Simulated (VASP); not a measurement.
Wanted: the native input for a VASP 6.6.1 run.

```yaml
Task: single point
Functional: PBE
Potentials_or_basis: VASP PAW PBE potentials, release 64 (Al, N, Zr_sv, O)
Cutoff: 520 eV
k_mesh: 1 × 1 × 1
Occupations: fermi-dirac, width 0.131 eV
Spin: no spin polarisation
Dipole_correction: no
Further_INCAR_settings: LREAL = Auto; ALGO = Normal; EDIFF = 1e-07; NBANDS = 75; ISYM = 0
```

The structure of Zr4Al3N3O8 lies in POSCAR:

```
Zr4Al3N3O8
1.0
    6.0660810000     -0.0976330000     -0.0814120000
   -0.0976330000      6.0975380000      0.1964320000
   -0.0814120000      0.1964320000      6.3961640000
Al N Zr O
3 3 4 8
Direct
    0.6513670685      0.7850328324      0.0323083533
    0.0934839581      0.6766023110      0.2433860937
    0.2434004268      0.6299550924      0.6841288586
    0.2983068341      0.7317044500      0.0190748060
    0.8477684942      0.9921427029      0.8429652450
    0.3335397869      0.9597667866      0.5227663380
    0.7848267210      0.3368912630      0.8375148118
    0.6973043783      0.8769308126      0.5907538754
    0.2396026546      0.0611638763      0.8351901216
    0.4473363604      0.2187626516      0.3117985347
    0.5006127150      0.2340489524     -0.0154967605
    0.6251533113      0.2575703896      0.5637897832
    0.8322992379      0.5632397437      0.0751462652
    0.2319886452      0.4618521033      0.3903589913
    0.1270212244      0.3373252225      0.8734579951
    0.7143540352      0.9255128833      0.2685333966
    0.5467268122      0.6202047132      0.7349860121
    0.9654534888      0.6955851593      0.5565395627
```

One way to write it, as run:

INCAR

```
PREC     = Accurate       # precision mode
ENCUT    = 520            # plane-wave cutoff, eV
EDIFF    = 1E-7           # SCF threshold, eV
ISMEAR   = -1             # smearing method
SIGMA    = 0.131          # smearing width, eV
LREAL    = Auto         
LASPH    = T              # aspherical terms in the spheres
NELM     = 80             # most SCF steps
ALGO     = Normal         # electronic algorithm
ISIF     = 2              # what is computed and relaxed
LWAVE    = F              # write WAVECAR
LCHARG   = F              # write CHGCAR
GGA      = PE             # functional
NBANDS   = 75             # bands
ISYM     = 0
```

KPOINTS

```
regular mesh
0
Gamma
  1 1 1
```

Potentials or basis: VASP PAW PBE potentials, release 64 (Al, N, Zr_sv, O).

Launch:

```console
$ cat potpaw_PBE.64/Al/POTCAR potpaw_PBE.64/N/POTCAR potpaw_PBE.64/Zr_sv/POTCAR potpaw_PBE.64/O/POTCAR > POTCAR
$ mpirun -np 1 vasp_gam > vasp.out
```

It gave:

```json
{"Pressure": "-2.3 GPa", "Largest force": "3.698 eV/Å"}
```

Caveat: the k points lie up to 1.04 Å⁻¹ apart; the atoms stand as in a frame of molecular dynamics.

It took 53 s on 1 thread of Intel(R) Xeon(R) Platinum 8259CL CPU @ 2.50GHz (Skylake/Cascade Lake), on a shared host, peak memory 0.31 GiB.
